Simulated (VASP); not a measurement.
# SiNi (Pnma) in VASP: notebook

Aim: see how the results for SiNi move with the level of theory and the settings. Levels: PBE, LDA, PBEsol. Tasks: single point.

Program: VASP 6.6.1. These are calculated values, not measurements. Logs are shortened: lines on timing, memory, paths and dates and some standing lists are left out, and cuts for length are marked.

### Step 1. The cell of the first run

Symmetry: Pnma, No. 62, orthorhombic system. Conventional cell: a = 5.138 Å, b = 3.397 Å, c = 5.599 Å, α = 90.00°, β = 90.00°, γ = 90.00°. Within 3.0 Å of Si (site symmetry m) lie 6 Ni at 2.29 to 2.41 Å and 2 Si at 2.68 Å. Within 3.0 Å of Ni (site symmetry m) lie 6 Si at 2.29 to 2.41 Å and 4 Ni at 2.66 to 2.71 Å.

### Step 2. Single point, PBE

INCAR reads:

```
SYSTEM = SiNi
PREC     = Accurate       ! precision mode
ENCUT    = 600            ! plane-wave cutoff, eV
EDIFF    = 1E-6           ! SCF threshold, eV
ISMEAR   = 1              ! smearing method
SIGMA    = 0.1            ! smearing width, eV
LREAL    = .False.        ! projectors in reciprocal space
LASPH    = .True.         ! aspherical terms in the spheres
NELM     = 120            ! most SCF steps
ALGO     = Normal         ! electronic algorithm
ISIF     = 2              ! what is computed and relaxed
LWAVE    = .False.        ! write WAVECAR
LCHARG   = .True.         ! write CHGCAR
GGA      = PE             ! functional
LELF     = .True.         ! ELF
LVHAR    = .True.       
NBANDS   = 70             ! bands
GGA_COMPAT= .False.
```

KPOINTS reads:

```
regular mesh
0
Gamma
  4 4 4
  0 0 0
```

POSCAR reads:

```
SiNi
1.0
    0.0000000000      3.3970617458      5.5985038682
    5.1384089322      0.0000000000      5.5985038682
    5.1384089322      3.3970617458      0.0000000000
Si Ni
8 8
Direct
    0.2574661386      0.3283717858      0.4925338614
    0.7574661386      0.8283717858      0.9925338614
    0.2425338614      0.1716282142      0.0074661386
    0.7425338614      0.6716282142      0.5074661386
    0.1716282142      0.7425338614      0.5783717858
    0.6716282142      0.2425338614      0.0783717858
    0.3283717858      0.7574661386      0.9216282142
    0.8283717858      0.2574661386      0.4216282142
    0.2150833354      0.4734900663      0.0349166646
    0.7150833354      0.9734900663      0.5349166646
    0.2849166646      0.0265099337      0.4650833354
    0.7849166646      0.5265099337      0.9650833354
    0.0265099337      0.7849166646      0.2234900663
    0.5265099337      0.2849166646      0.7234900663
    0.4734900663      0.7150833354      0.2765099337
    0.9734900663      0.2150833354      0.7765099337
```

Potentials or basis: VASP PAW PBE potentials, release 64 (Si, Ni).

Started as:

```console
cat potpaw_PBE.64/Si/POTCAR potpaw_PBE.64/Ni/POTCAR > POTCAR
mpirun -np 1 vasp_std > vasp.out
```

OUTCAR:

```text
SYSTEM = SiNi
   PREC = Accurate
   ENCUT = 600
   EDIFF = 1E-6
   ISMEAR = 1
   LREAL = .False.
   LASPH = .True.
   NELM = 120
   ISIF = 2
   GGA = PE

 ion  position               nearest neighbor table
   1  0.257  0.328  0.493-  11 2.29  13 2.33  14 2.33  16 2.39   9 2.41  10 2.41   3 2.68   4 2.68

   2  0.757  0.828  0.993-  12 2.29  13 2.33  14 2.33  15 2.39   9 2.41  10 2.41   4 2.68   3 2.68

   3  0.243  0.172  0.007-   9 2.29  15 2.33  16 2.33  14 2.39  12 2.41  11 2.41   2 2.68   1 2.68
[... 13 lines left out ...]
  10  0.715  0.973  0.535-   4 2.29   5 2.33   6 2.33   8 2.39   1 2.41   2 2.41  13 2.66  14 2.66
                            11 2.71  12 2.71
  11  0.285  0.027  0.465-   1 2.29   7 2.33   8 2.33   5 2.39   4 2.41   3 2.41  15 2.66  16 2.66
                             9 2.71  10 2.71
  12  0.785  0.527  0.965-   2 2.29   7 2.33   8 2.33   6 2.39   4 2.41   3 2.41  15 2.66  16 2.66
                             9 2.71  10 2.71
  13  0.027  0.785  0.223-   7 2.29   2 2.33   1 2.33   4 2.39   6 2.41   5 2.41   9 2.66  10 2.66
                            15 2.71  16 2.71
  14  0.527  0.285  0.723-   8 2.29   2 2.33   1 2.33   3 2.39   6 2.41   5 2.41   9 2.66  10 2.66
                            15 2.71  16 2.71
  15  0.473  0.715  0.277-   5 2.29   4 2.33   3 2.33   2 2.39   7 2.41   8 2.41  11 2.66  12 2.66
                            13 2.71  14 2.71
  16  0.973  0.215  0.777-   6 2.29   4 2.33   3 2.33   1 2.39   7 2.41   8 2.41  11 2.66  12 2.66
                            13 2.71  14 2.71

  LATTYP: Found a face centered orthorhombic cell.
 ALAT       =     6.7941234916
 B/A-ratio  =     1.5126039256
 C/A-ratio  =     1.6480430110

  Lattice vectors:

 A1 = (   5.1384089322,   0.0000000000,  -5.5985038682)
 A2 = (   0.0000000000,   3.3970617458,  -5.5985038682)
 A3 = (   5.1384089322,   3.3970617458,   0.0000000000)

Analysis of symmetry for initial positions (statically):
=====================================================================
 Subroutine PRICEL returns following result:

  LATTYP: Found a simple orthorhombic cell.
 ALAT       =     3.3970617458
 B/A-ratio  =     1.5126039256
 C/A-ratio  =     1.6480430110

  Lattice vectors:

 A1 = (   0.0000000000,  -3.3970617458,   0.0000000000)
 A2 = (   5.1384089322,   0.0000000000,   0.0000000000)
 A3 = (   0.0000000000,   0.0000000000,   5.5985038682)

   2 primitive cells build up your supercell.

 Routine SETGRP: Setting up the symmetry group for a
 face centered orthorhombic supercell.

 Subroutine GETGRP returns: Found  8 space group operations
 (whereof  2 operations were pure point group operations)
 out of a pool of  8 trial point group operations.

The static configuration has the point symmetry S_2 .
 The point group associated with its full space group is D_2h.

[... 140 lines left out ...]
   PSTRESS=    0.0 pullay stress
   NELECT =     112.0000    total number of electrons
   NUPDOWN=      -1.0000    fix difference up-down
   EMIN   =  10.00;   EMAX   =-10.00  energy-range for DOS
   EFERMI =   0.00;   METHOD = LEGACY
   ISMEAR =     1;   SIGMA  =   0.10  broadening in eV -4-tet -1-fermi 0-gaus
   EFERMI_NEDOS =   21; number of points for ismear=-14 and -15
   IALGO  =     38    algorithm
   IMIX   =      4    mixing-type and parameters
     AMIX     =   0.40;   BMIX     =  1.00
     AMIX_MAG =   1.60;   BMIX_MAG =  1.00
  volume/ion in A,a.u.               =      12.22        82.43
  Fermi-wavevector in a.u.,A,eV,Ry     =   1.359783  2.569617 25.157291  1.849009
  Thomas-Fermi vector in A             =   2.486501
   LORBIT       =      0    0 simple, 1 ext, 2 COOP (PROOUT), +10 PAW based schemes
   GGA     = PE    functional components
   LHFCALC =     F    Hartree Fock is set to
   AEXX    =    0.0000 exact exchange contribution
   IVDW    =     0    specifies the selected vdW correction
   LEPSILON=     F    determine dielectric tensor
   LRPA    =     F    only Hartree local field effects (RPA)
 non-spin polarized calculation
 Methfessel and Paxton  Order N= 1 SIGMA  =   0.10
  energy-cutoff  :      600.00
  volume of cell :      195.45
 maximum number of plane-waves:      6554
 NGX is ok and might be reduce to    54
   NGX = 27   NGY = 31   NGZ = 25

 number of electron     111.9999998 magnetization

 Free energy of the ion-electron system (eV)
  ---------------------------------------------------
  ext. energy  EPLUGINS =         0.00000000
  ---------------------------------------------------
  free energy    TOTEN  =       -95.18465961 eV

  energy without entropy =      -95.18335030  energy(sigma->0) =      -95.18422317

 E-fermi :  10.3427     XC(G=0): -12.1700

 val. band max:       10.3409274118   @ k =   0.5000  -0.2500   0.2500
 cond. band min:      10.4093985234   @ k =  -0.2500  -0.0000   0.2500
 fundamental gap:      0.0684711116
 Fermi energy:        10.3427464814

 k-point     1 :       0.0000    0.0000    0.0000
  band No.  band energies     occupation
      1      -2.6094      2.00000
      2       0.7784      2.00000
      3       1.7268      2.00000
      4       1.7268      2.00000
      5       1.7268      2.00000
      6       1.7268      2.00000
[... 1267 lines left out ...]
     67      14.5595      0.00000
     68      14.5595      0.00000
 [bands above 68 left out]

------------------------ aborting loop because EDIFF is reached ----------------------------------------

  FORCE on cell =-STRESS in cart. coord.  units (eV):
  Direction    XX          YY          ZZ          XY          YZ          ZX
  --------------------------------------------------------------------------------------
  -------------------------------------------------------------------------------------
  Total        0.3651034     -0.7511339      0.2743594     -0.0000000      0.0000000      0.0000000
  in kB        2.9929008     -6.1573503      2.2490360     -0.0000000      0.0000000      0.0000000
  external PRESSURE =      -0.3051378 kB  Pullay stress =       0.0000000 kB

 VOLUME and BASIS-vectors are now :
 -----------------------------------------------------------------------------
  energy-cutoff  :      600.00
  volume of cell :      195.45
      direct lattice vectors                 reciprocal lattice vectors
     0.000000000  3.397061746  5.598503868    -0.097306385  0.147186021  0.089309575
     5.138408932  0.000000000  5.598503868     0.097306385 -0.147186021  0.089309575
     5.138408932  3.397061746  0.000000000     0.097306385  0.147186021 -0.089309575

 POSITION                                       TOTAL-FORCE (eV/Angst)
 -----------------------------------------------------------------------------------
      4.21815      2.54780      3.27982         0.015723      0.000000      0.004238
      9.35656      5.94486      8.87832         0.015723      0.000000      0.004238
      0.92026      0.84927      2.31869        -0.015723      0.000000     -0.004238
      6.05867      4.24633      7.91719        -0.015723      0.000000     -0.004238
      6.78735      2.54780      5.11794         0.015723      0.000000     -0.004238
      1.64894      2.54780      5.11794         0.015723      0.000000     -0.004238
[... 8 lines left out ...]
      5.09521      2.54780      6.65423        -0.012349      0.000000     -0.002899
      5.09521      5.94486      6.65423        -0.012349      0.000000     -0.002899
 -----------------------------------------------------------------------------------
    total drift:                                0.000000      0.000000      0.000000

  FREE ENERGIE OF THE ION-ELECTRON SYSTEM (eV)
  ---------------------------------------------------
  free  energy   TOTEN  =       -95.1846596090 eV

  energy  without entropy=      -95.1833502992  energy(sigma->0) =      -95.18422317
```

stdout:

```text
POSCAR found type information on POSCAR SiNi
 POSCAR found :  2 types and      16 ions
 scaLAPACK will be used
 LDA part: xc-table for (Slater+PW92), standard interpolation
 POSCAR, INCAR and KPOINTS ok, starting setup
 FFT: planning ... GRIDC
 FFT: planning ... GRID_SOFT
 FFT: planning ... GRID
 WAVECAR not read
 entering main loop
```

It took 14 min on 1 thread of Oxide Virtual Turin-like, shared host; peak memory 0.52 GiB.

Results:

```yaml
Free_energy: -95.1847 eV
Pressure: 0.0 GPa
Largest_force: 0.016 eV/Å
Band_gap_on_the_k_mesh: zero (bands 56 and 57 overlap by 0.45 eV)
```

Forces on the atoms (eV/Å):
```
Si   0.016  0.000  0.004
Si   0.016  0.000  0.004
Si  -0.016  0.000 -0.004
Si  -0.016  0.000 -0.004
Si   0.016  0.000 -0.004
Si   0.016  0.000 -0.004
Si  -0.016  0.000  0.004
Si  -0.016  0.000  0.004
Ni   0.012  0.000 -0.003
Ni   0.012  0.000 -0.003
Ni  -0.012  0.000  0.003
Ni  -0.012  0.000  0.003
Ni   0.012  0.000  0.003
Ni   0.012  0.000  0.003
Ni  -0.012  0.000 -0.003
Ni  -0.012  0.000 -0.003
```

Stress tensor (GPa, compression positive):
```
 0.30  0.00  0.00
 0.00 -0.62  0.00
 0.00  0.00  0.22
```

Spin polarisation is off, so any magnetic state and its effect on volume and gap are missing.

(Part 1 of 2 ends here.)

The gap in the log of VASP goes by the Fermi energy; the results here count the filled bands.